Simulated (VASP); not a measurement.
Runs of VASP 6.6.1 on WF2. The structure is that of space group P-3m1 (No. 164), or close to it. The cells are those of the table. 

```tsv
task	level	potentials or basis	U	cell	k mesh	cutoff (eV)	smearing	second run	gap on the mesh (eV)	pressure (GPa)	largest force (eV/Å)
single point	PBEsol	VASP PAW PBE potentials, release 64 (W_sv, F_h)	-	a = 2.755, b = 2.755, c = 5.836 Å, angles 90.0, 90.0, 120.0°, 3 atoms	12 × 12 × 4	910	gaussian 0.1 eV	hard_potentials	none	0.7	0.12
single point	PBEsol	VASP PAW PBE potentials, release 64 (W_sv, F)	-	a = 2.755, b = 2.755, c = 5.836 Å, angles 90.0, 90.0, 120.0°, 3 atoms	12 × 12 × 4	520	gaussian 0.1 eV	-	none	(a)	(b)
relaxation of cell and atoms	PBEsol	VASP PAW PBE potentials, release 64 (W_sv, F)	-	relaxed from a = 2.831, b = 2.831, c = 4.429 Å, angles 90.0, 90.0, 120.0°, 3 atoms	12 × 12 × 4	600	gaussian 0.1 eV	-	none	-0.3	0.01
single point	PBEsol+U	VASP PAW PBE potentials, release 64 (W_sv, F)	W d U = 4.0 eV	a = 2.753, b = 2.753, c = 6.162 Å, angles 90.0, 90.0, 120.0°, 3 atoms	18 × 18 × 8	520	gaussian 0.05 eV	-	none	5.0	0.50
```

Alike in all rows: no spin polarisation.

Question: Estimate the missing entries.

Answer: (a) 1.3; (b) 0.14.

Caveats: the PAW data sets were made with another functional, which shifts forces and pressure a little; spin-orbit coupling is left out, which moves the levels of the heavy elements; the cutoff is under 1.25 times the usual one of these potentials, so pressure, stress and relaxed cells hold a basis-set (Pulay) error (some runs); the relaxation stopped at a loose force limit of 0.05 eV/Å, so its end isn't a converged minimum (some runs); U without spin polarisation on a metal has little footing (some runs).

A k mesh can miss the band edges, and the runs leave out spin-orbit coupling on W.

A gap of «none» marks levels without a gap at the run's occupations.
